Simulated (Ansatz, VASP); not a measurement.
Two plane-wave programs on CdSe

```xyz
2
Lattice="0.0000 3.2123 3.2123 3.2123 0.0000 3.2123 3.3001 3.3001 -0.0878" Properties=species:S:1:pos:R:3 pbc="T T T"
Cd    0.0000    0.0000    0.0000
Se    4.8842    4.8842    4.7525
```

Alike in both runs: task single point; functional PBE; k mesh 10 × 10 × 10; occupations gaussian, width 0.05 eV; no spin polarisation.

|  | VASP | Ansatz |
| --- | --- | --- |
| version | VASP 6.6.1 | Ansatz 0.2.0 |
| potentials or method | VASP PAW PBE potentials, release 64 (Cd, Se), cutoff 520 eV | scalar-relativistic, plane waves, PAW |
| valence electrons in the cell | 18 | 36 |

```tsv
	VASP	Ansatz	Ansatz less VASP
gap on the k mesh at the Fermi level (eV)	0.21	0.21	+0.004
least direct gap on the mesh (eV)	0.21	0.21	+0.004
pressure (GPa)	-4.5	-4.6	-0.13
traceless stress, the component that is largest in VASP (GPa)	-0.49	-0.48	+0.014
rms of the force components (eV/Å)	0.016	0.013	-0.0034
```

Atom by atom the forces differ by 0.003 eV/Å (rms over components). VASP's potentials hold 18 valence electrons a cell and Ansatz's 36, so a difference there can come from the potentials and not from the codes.
